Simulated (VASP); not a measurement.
# Co (P6_3/mmc) in VASP: a series of runs

The runs below take Co through single point, relaxation of cell and atoms, with PBE, revPBE, LDA.

Everything below comes from runs of VASP 6.6.1. Logs are shortened: lines on timing, memory, paths and dates and some standing lists are left out, and cuts for length are marked.

### 1 The cell of the first run

Symmetry: P6_3/mmc, No. 194, hexagonal system. The conventional cell has a = 2.472 Å, b = 2.472 Å, c = 4.021 Å, α = 90.00°, β = 90.00°, γ = 120.00°. Co (site symmetry -6m2) has 12 Co at 2.47 Å within 3.3 Å.

### 2 Single point, PBE, collinear spin, ferromagnetic start

The input, INCAR:

```
SYSTEM = Co
PREC = Accurate
ENCUT = 520
EDIFF = 1E-7
ISMEAR = 0
SIGMA = 0.02
LREAL = .FALSE.
LASPH = .TRUE.
NELM = 150
ALGO = Normal
ISIF = 2
LWAVE = .FALSE.
LCHARG = .FALSE.
ISPIN = 2
MAGMOM = 2 2
LORBIT = 11
LMAXMIX = 4
GGA = PE
NBANDS = 20
```

The input, KPOINTS:

```
regular mesh
0
G
  12 12 7
  0 0 0
```

The input, POSCAR:

```
Co
1.0
    2.4719999032      0.0000000000      0.0000000000
   -1.2359999516      2.1408147143      0.0000000000
    0.0000000000      0.0000000000      4.0211440800
Co
2
Direct
    0.6666666667      0.3333333333      0.7500000000
    0.3333333333      0.6666666667      0.2500000000
```

Potentials or basis: VASP PAW PBE potentials, release 64 (Co).

Command:

```console
cat potpaw_PBE.64/Co/POTCAR > POTCAR
mpirun -np 1 vasp_std > vasp.out
```

OUTCAR:

```text
SYSTEM = Co
   PREC = Accurate
   ENCUT = 520
   EDIFF = 1E-7
   ISMEAR = 0
   LREAL = .FALSE.
   LASPH = .TRUE.
   NELM = 150
   ISIF = 2
   ISPIN = 2
   LORBIT = 11
   GGA = PE

 ion  position               nearest neighbor table
   1  0.667  0.333  0.750-   2 2.47   2 2.47   2 2.47   2 2.47   2 2.47   2 2.47
   2  0.333  0.667  0.250-   1 2.47   1 2.47   1 2.47   1 2.47   1 2.47   1 2.47

  LATTYP: Found a hexagonal cell.
 ALAT       =     2.4719999032
 C/A-ratio  =     1.6266764715

  Lattice vectors:

 A1 = (   2.4719999032,   0.0000000000,   0.0000000000)
 A2 = (  -1.2359999516,   2.1408147143,   0.0000000000)
 A3 = (   0.0000000000,   0.0000000000,   4.0211440800)

Analysis of symmetry for initial positions (statically):
=====================================================================
 Subroutine PRICEL returns:
 Original cell was already a primitive cell.

 Routine SETGRP: Setting up the symmetry group for a
 hexagonal supercell.

 Subroutine GETGRP returns: Found 24 space group operations
 (whereof 12 operations were pure point group operations)
 out of a pool of 24 trial point group operations.

The static configuration has the point symmetry D_3d.
 The point group associated with its full space group is D_6h.

Analysis of symmetry for dynamics (positions and initial velocities):
=====================================================================
 Subroutine PRICEL returns:
 Original cell was already a primitive cell.

 Routine SETGRP: Setting up the symmetry group for a
 hexagonal supercell.

 Subroutine GETGRP returns: Found 24 space group operations
 (whereof 12 operations were pure point group operations)
 out of a pool of 24 trial point group operations.

The dynamic configuration has the point symmetry D_3d.
 The point group associated with its full space group is D_6h.

Analysis of structural, dynamic, and magnetic symmetry:
=====================================================================
 Subroutine PRICEL returns:
 Original cell was already a primitive cell.

 Routine SETGRP: Setting up the symmetry group for a
 hexagonal supercell.

 Subroutine GETGRP returns: Found 24 space group operations
 (whereof 12 operations were pure point group operations)
 out of a pool of 24 trial point group operations.

The overall configuration has the point symmetry D_3d.
 The point group associated with its full space group is D_6h.

 Subroutine INISYM returns: Found 24 space group operations
 (whereof 12 operations are pure point group operations),
 and found     1 'primitive' translations

----------------------------------------------------------------------------------------

                                     Primitive cell

  volume of cell :      21.2803

  direct lattice vectors                    reciprocal lattice vectors
     2.471999903  0.000000000  0.000000000     0.404530760  0.233555943  0.000000000
    -1.235999952  2.140814714  0.000000000     0.000000000  0.467111887  0.000000000
     0.000000000  0.000000000  4.021144080     0.000000000  0.000000000  0.248685444

  length of vectors
     2.471999903  2.471999903  4.021144080     0.467111887  0.467111887  0.248685444

  position of ions in fractional coordinates (direct lattice)
     0.666666667  0.333333333  0.750000000
     0.333333333  0.666666667  0.250000000

  ion indices of the primitive-cell ions
   primitive index   ion index
                 1           1
                 2           2

----------------------------------------------------------------------------------------

 KPOINTS: regular mesh

Automatic generation of k-mesh.
 Grid dimensions read from file:
 generate k-points for:   12   12    7

 Generating k-lattice:

  Cartesian coordinates                     Fractional coordinates (reciprocal lattice)
     0.033710897  0.019462995  0.000000000     0.083333333 -0.000000000  0.000000000
     0.000000000  0.038925991  0.000000000     0.000000000  0.083333333  0.000000000
     0.000000000  0.000000000  0.035526492     0.000000000  0.000000000  0.142857143

  Length of vectors
     0.038925991  0.038925991  0.035526492

  Shift w.r.t. Gamma in fractional coordinates (k-lattice)
     0.000000000  0.000000000  0.000000000

 Subroutine IBZKPT returns following result:
 ===========================================

 Found     76 irreducible k-points:

 Following reciprocal coordinates:
            Coordinates               Weight
  0.000000  0.000000  0.000000      1.000000
  0.083333  0.000000  0.000000      6.000000
  0.166667  0.000000  0.000000      6.000000
  0.250000  0.000000  0.000000      6.000000
  0.333333  0.000000  0.000000      6.000000
  0.416667  0.000000  0.000000      6.000000
[... 16 lines left out ...]
  0.250000  0.000000  0.142857     12.000000
  0.333333  0.000000  0.142857     12.000000
 [... further k-points ...]
   k-points           NKPTS =     76   k-points in BZ     NKDIM =     76   number of bands    NBANDS=     20
   number of dos      NEDOS =    301   number of ions     NIONS =      2
   total plane-waves  NPLWV =   9720
   dimension x,y,z NGX =    18 NGY =   18 NGZ =   30
   dimension x,y,z NGXF=    36 NGYF=   36 NGZF=   60
   ions per type =               2
   NGX,Y,Z   is equivalent  to a cutoff of  12.11, 12.11, 12.40 a.u.
   NGXF,Y,Z  is equivalent  to a cutoff of  24.21, 24.21, 24.81 a.u.
 SYSTEM =  Co
   PREC   = accura    normal or accurate (medium, high low for compatibility)
   ISTART =      0    job   : 0-new  1-cont  2-samecut
   ICHARG =      2    charge: 1-file 2-atom 10-const
   ISPIN  =      2    spin polarized calculation?
   LNONCOLLINEAR =      F non collinear calculations
   LSORBIT =      F    spin-orbit coupling
   LASPH  =      T    aspherical Exc in radial PAW
   ENCUT  =  520.0 eV  38.22 Ry    6.18 a.u.   4.60  4.60  7.48*2*pi/ulx,y,z
   NELM   =    150;   NELMIN=  2; NELMDL= -5     # of ELM steps
   EDIFF  = 0.1E-06   stopping-criterion for ELM
   LREAL  =      F    real-space projection
   EDIFFG = 0.1E-05   stopping-criterion for IOM
   NSW    =      0    number of steps for IOM
   IBRION =     -1    ionic relax: 0-MD 1-quasi-New 2-CG
   NFREE  =      0    steps in history (QN), initial steepest desc. (CG)
   ISIF   =      2    stress and relaxation
   ISYM   =      2    0-nonsym 1-usesym 2-fastsym
   POTIM  = 0.5000    time-step for ionic-motion
   TEBEG  =    0.0;   TEEND  =   0.0 temperature during run
   PSTRESS=    0.0 pullay stress
   NELECT =      18.0000    total number of electrons
   NUPDOWN=      -1.0000    fix difference up-down
   EMIN   =  10.00;   EMAX   =-10.00  energy-range for DOS
   EFERMI =   0.00;   METHOD = LEGACY
   ISMEAR =     0;   SIGMA  =   0.02  broadening in eV -4-tet -1-fermi 0-gaus
   EFERMI_NEDOS =   21; number of points for ismear=-14 and -15
   IALGO  =     38    algorithm
   IMIX   =      4    mixing-type and parameters
     AMIX     =   0.40;   BMIX     =  1.00
     AMIX_MAG =   1.60;   BMIX_MAG =  1.00
  volume/ion in A,a.u.               =      10.64        71.80
  Fermi-wavevector in a.u.,A,eV,Ry     =   1.548246  2.925761 32.614055  2.397065
  Thomas-Fermi vector in A             =   2.653224
   LORBIT       =     11    0 simple, 1 ext, 2 COOP (PROOUT), +10 PAW based schemes
   GGA     = PE    functional components
   LHFCALC =     F    Hartree Fock is set to
   AEXX    =    0.0000 exact exchange contribution
   IVDW    =     0    specifies the selected vdW correction
   LEPSILON=     F    determine dielectric tensor
   LRPA    =     F    only Hartree local field effects (RPA)
 spin polarized calculation
 Gauss-broadening in eV      SIGMA  =   0.02
  energy-cutoff  :      520.00
  volume of cell :       21.28
 maximum number of plane-waves:       585
   NGX =  9   NGY =  9   NGZ = 15

 number of electron      17.9999990 magnetization       3.2095076

 Free energy of the ion-electron system (eV)
  ---------------------------------------------------
  ext. energy  EPLUGINS =         0.00000000
  ---------------------------------------------------
  free energy    TOTEN  =       -14.06090600 eV

  energy without entropy =      -14.06049426  energy(sigma->0) =      -14.06070013

 E-fermi :  10.5196     XC(G=0): -13.5189

 val. band max:       10.5089333807   @ k =   0.0000   0.0000   0.1429
 cond. band min:      10.5255138992   @ k =   0.3333   0.2500   0.4286
 fundamental gap:      0.0165805185
 Fermi energy:        10.5195769796

 spin component 1

 k-point     1 :       0.0000    0.0000    0.0000
  band No.  band energies     occupation
      1       1.5097      1.00000
      2       5.3041      1.00000
      3       7.8623      1.00000
      4       7.9169      1.00000
      5       7.9169      1.00000
      6       8.2319      1.00000
[... 12 lines left out ...]
     19      36.8810      0.00000
     20      36.8810      0.00000
[... 507 lines left out ...]
 k-point    24 :       0.3333    0.0000    0.1429
  band No.  band energies     occupation
      1       4.7883      1.00000
      2       6.0680      1.00000
      3       6.4516      1.00000
      4       7.2270      1.00000
      5       7.9619      1.00000
      6       8.0254      1.00000
[... 12 lines left out ...]
     19      34.0055      0.00000
     20      35.6389      0.00000

 [... further k-points ...]

 spin component 2

 k-point     1 :       0.0000    0.0000    0.0000
  band No.  band energies     occupation
      1       1.5123      1.00000
      2       6.2461      1.00000
      3       9.4881      1.00000
      4       9.5524      1.00000
      5       9.5524      1.00000
      6       9.9206      1.00000
[... 12 lines left out ...]
     19      37.1785      0.00000
     20      37.1785      0.00000
[... 507 lines left out ...]
 k-point    24 :       0.3333    0.0000    0.1429
  band No.  band energies     occupation
      1       5.0466      1.00000
      2       7.2425      1.00000
      3       7.6019      1.00000
      4       8.4988      1.00000
      5       9.4321      1.00000
      6       9.6871      1.00000
[... 12 lines left out ...]
     19      34.3306      0.00000
     20      35.9768      0.00000

 [... further k-points ...]
[... 5 lines left out ...]
  --------------------------------------------------------------------------------------
  -------------------------------------------------------------------------------------
  Total        0.6686675      0.6686675      0.2350950      0.0000000     -0.0000000     -0.0000000
  in kB       50.3435291     50.3435291     17.7001444      0.0000000     -0.0000000     -0.0000000
  external PRESSURE =      39.4624009 kB  Pullay stress =       0.0000000 kB

 VOLUME and BASIS-vectors are now :
 -----------------------------------------------------------------------------
  energy-cutoff  :      520.00
  volume of cell :       21.28
      direct lattice vectors                 reciprocal lattice vectors
     2.471999903  0.000000000  0.000000000     0.404530760  0.233555943  0.000000000
    -1.235999952  2.140814714  0.000000000     0.000000000  0.467111887  0.000000000
     0.000000000  0.000000000  4.021144080     0.000000000  0.000000000  0.248685444

 POSITION                                       TOTAL-FORCE (eV/Angst)
 -----------------------------------------------------------------------------------
      1.23600      0.71360      3.01586         0.000000     -0.000000      0.000000
     -0.00000      1.42721      1.00529        -0.000000      0.000000      0.000000
 -----------------------------------------------------------------------------------
    total drift:                                0.000000     -0.000000     -0.000000

  FREE ENERGIE OF THE ION-ELECTRON SYSTEM (eV)
  ---------------------------------------------------
  free  energy   TOTEN  =       -14.0609060037 eV

  energy  without entropy=      -14.0604942629  energy(sigma->0) =      -14.06070013

 total charge

# of ion       s       p       d       tot
------------------------------------------
    1        0.497   0.538   7.276   8.312
    2        0.497   0.538   7.276   8.312
--------------------------------------------------
tot          0.994   1.077  14.552  16.623

 magnetization (x)

# of ion       s       p       d       tot
------------------------------------------
    1       -0.015  -0.053   1.688   1.620
    2       -0.015  -0.053   1.688   1.620
--------------------------------------------------
tot         -0.029  -0.107   3.376   3.241
```

Run time: 27 s. Hardware: 1 thread of Intel Xeon 6975P-C (Granite Rapids), shared host; peak memory 0.17 GiB.

Results:

```yaml
Free_energy: -14.0609 eV
Pressure: 3.9 GPa
Net_moment: 3.21 μB per cell
Site_moments: Co +1.62 μB
Valence_electrons_inside_the_program's_atomic_spheres: Co 8.31
```

Levels at points of the mesh, in eV from the Fermi level:
Spin up:
```
           k point  band 7  band 8  band 9  band 10  band 11  band 12  band 13  band 14  band 15  band 16
(0.00, 0.00, 0.00)   -2.29   -1.90   -1.90    -0.79    -0.79    -0.13     6.45    22.23    25.04    25.04
(0.50, 0.00, 0.00)   -2.20   -0.64   -0.57    -0.49     1.38     3.45     9.82    10.49    12.90    14.19
```
Spin down:
| k point | band 4 | band 5 | band 6 | band 7 | band 8 | band 9 | band 10 | band 11 |
| --- | --- | --- | --- | --- | --- | --- | --- | --- |
| (0.00, 0.00, 0.00) | -0.97 | -0.97 | -0.60 | -0.60 | -0.19 | -0.14 | -0.14 | 1.08 |
| (0.50, 0.00, 0.00) | -1.84 | -1.11 | -1.07 | -0.64 | 1.24 | 1.34 | 1.40 | 2.62 |

Caveat: the cell stands under pressure.

(Part 1 of 2 ends here.)
